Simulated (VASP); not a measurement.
A run of VASP 6.6.1:

File POSCAR:

```
KB3H8
1.0
    3.6250964600     -3.9865268800      0.0000000000
    3.6250964600      3.9865268800      0.0000000000
    0.0000000000      0.0000000000      8.0437591100
K B H
2 6 16
Direct
    0.6654820200      0.3345179800      0.7500000000
    0.3345179800      0.6654820200      0.2500000000
    0.2826579900      0.7173420100      0.6383126600
    0.7173420100      0.2826579900      0.1383126600
    0.7173420100      0.2826579900      0.3616873400
    0.2826579900      0.7173420100      0.8616873400
    0.0911184500      0.9088815500      0.7500000000
    0.9088815500      0.0911184500      0.2500000000
    0.2039774300      0.5147355500      0.5871468300
    0.7960225700      0.4852644500      0.0871468300
    0.5147355500      0.2039774300      0.4128531700
    0.4852644500      0.7960225700      0.9128531700
    0.7960225700      0.4852644500      0.4128531700
    0.2039774300      0.5147355500      0.9128531700
    0.4852644500      0.7960225700      0.5871468300
    0.5147355500      0.2039774300      0.0871468300
    0.1387632700      0.8612367300      0.5738030400
    0.8612367300      0.1387632700      0.0738030400
    0.8612367300      0.1387632700      0.4261969600
    0.1387632700      0.8612367300      0.9261969600
    0.8700952900      0.8508652500      0.7500000000
    0.1299047100      0.1491347500      0.2500000000
    0.8508652500      0.8700952900      0.2500000000
    0.1491347500      0.1299047100      0.7500000000
```

INCAR.step1

```
PREC = Accurate
ENCUT = 520
EDIFF = 1E-5
ISMEAR = -1
SIGMA = 0.02
LREAL = Auto
LASPH = T
NELM = 60
ALGO = Normal
ISIF = 2
LWAVE = T
LCHARG = F
GGA = PE
NBANDS = 44
```

INCAR.step2

```
PREC = Accurate
ENCUT = 520
EDIFF = 1E-6
ISMEAR = -1
SIGMA = 0.02
LREAL = Auto
LASPH = T
NELM = 60
ALGO = Normal
ISIF = 2
LWAVE = F
LCHARG = F
GGA = PE
LHFCALC = T
AEXX = 0.25
PRECFOCK = Fast
ISTART = 1
NBANDS = 44
```

Contents of KPOINTS:

```
regular mesh
0
Gamma
  2 2 2
```

Potentials or basis: VASP PAW PBE potentials, release 64 (K_sv, B, H).

Run with:

```console
$ cat potpaw_PBE.64/K_sv/POTCAR potpaw_PBE.64/B/POTCAR potpaw_PBE.64/H/POTCAR > POTCAR
$ cp INCAR.step1 INCAR
$ mpirun -np 1 vasp_std > vasp.out
$ cp INCAR.step2 INCAR
$ mpirun -np 1 vasp_std > vasp.out
```

Hardware: 1 thread of AMD EPYC 7R13 Processor (Zen 3) (shared host).

Task: How long does it take, and how much memory?

Result: Run time: 10 min on 1 thread of AMD EPYC 7R13 Processor (Zen 3), on a shared host, peak memory 0.33 GiB. Counts: k points 6.
